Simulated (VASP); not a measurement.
The system is Be3Te4.

```
CELL_PARAMETERS angstrom
0.00000 4.29787 4.29787
4.29787 0.00000 4.29787
4.29787 4.29787 0.00000
ATOMIC_POSITIONS crystal
Be 0.50000 0.50000 0.50000
Be 0.75000 0.75000 0.75000
Be 0.00000 0.00000 0.00000
Te 0.87421 0.87421 0.87421
Te 0.87421 0.87421 0.37736
Te 0.87421 0.37736 0.87421
Te 0.37736 0.87421 0.87421
```

The cell was built from a structure type or drawn by symmetry, and may not be a known phase.

| Quantity | Value |
| --- | --- |
| Program | VASP 6.6.1 |
| Task | relaxation of cell and atoms |
| Functional | PBE |
| Potentials or basis | VASP PAW PBE potentials, release 64 (Be, Te) |
| Cutoff | 600 eV |
| k mesh | 3 × 3 × 3 |
| Occupations | gaussian, width 0.2 eV |
| Spin | no spin polarisation |

At the start: pressure 53.8 GPa; volume 22.68 Å³/atom.

Problem. How do energy, volume and symmetry change on relaxing?

Solution. Over 8 steps the energy falls by 2058.3 meV/atom and the volume is 44.27 Å³/atom (+95.2 %); space group F-43m (No. 216, to 0.1 Å) before and after.

The path:
```csv
step,energy change (eV),largest force (eV/Å),pressure (GPa),volume (Å³)
1,0.0000,0.9456,53.79,158.78
2,-13.3017,0.2778,-2.88,405.96
3,-14.3179,0.5305,1.26,295.20
4,-14.3681,0.4863,-0.36,318.96
5,-14.3773,0.4996,0.01,312.57
6,-14.3754,0.5071,0.25,308.79
7,-14.4058,0.1264,0.16,309.60
8,-14.4080,0.0055,0.14,309.88
```

Final structure:
```xyz
7
Lattice="0.0000 5.3710 5.3710 5.3710 0.0000 5.3710 5.3710 5.3710 0.0000" Properties=species:S:1:pos:R:3 pbc="T T T"
Be    5.3710    5.3710    5.3710
Be    8.0565    8.0565    8.0565
Be    5.3710    5.3710    0.0000
Te    9.3979    9.3979    9.3979
Te    6.7150    6.7150    9.3979
Te    6.7150    9.3979    6.7150
Te    9.3979    6.7150    6.7150
```

Caveat: the k points lie up to 0.34 Å⁻¹ apart in the final cell, too coarse for converged energies and pressures of a metal; the volume moved by over 15 % at a fixed basis, so the end points are rough.
